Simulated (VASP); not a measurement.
TiSi2:

```
CELL_PARAMETERS angstrom
0.00000 4.11752 4.30553
2.38951 0.00000 4.30553
2.38951 4.11752 0.00000
ATOMIC_POSITIONS crystal
Ti 0.75000 0.75000 0.75000
Ti 0.50000 0.50000 0.50000
Si 0.41257 0.08743 0.41257
Si 0.08743 0.41257 0.08743
Si 0.16257 0.83743 0.16257
Si 0.83743 0.16257 0.83743
```

Base run:

* Program: VASP 6.6.1
* Functional: PBE
* Potentials or basis: VASP PAW PBE potentials, release 64 (Ti_sv, Si)
* Cutoff: 520 eV
* k mesh: 6 × 6 × 6
* Occupations: fermi-dirac, width 0.05 eV
* Spin: no spin polarisation

Its results: band gap on the k mesh zero (band 20 reaches 10.67 eV, above the bottom of band 21 at 8.96 eV); pressure 0.3 GPa; largest force 0.053 eV/Å.

Problem. The run is repeated on the same cell with these changes: functional from PBE to PBEsol; further incar settings from ALGO = Normal; EDIFF = 1e-07; NBANDS = 29 to ALGO = Normal; EDIFF = 1e-06; NBANDS = 29. What comes out?

Solution. Band gap on the k mesh zero (band 20 reaches 10.57 eV, above the bottom of band 21 at 8.87 eV); pressure -3.4 GPa; largest force 0.080 eV/Å.

Caveats: the PAW data sets were made with another functional, which shifts forces and pressure a little (some runs).
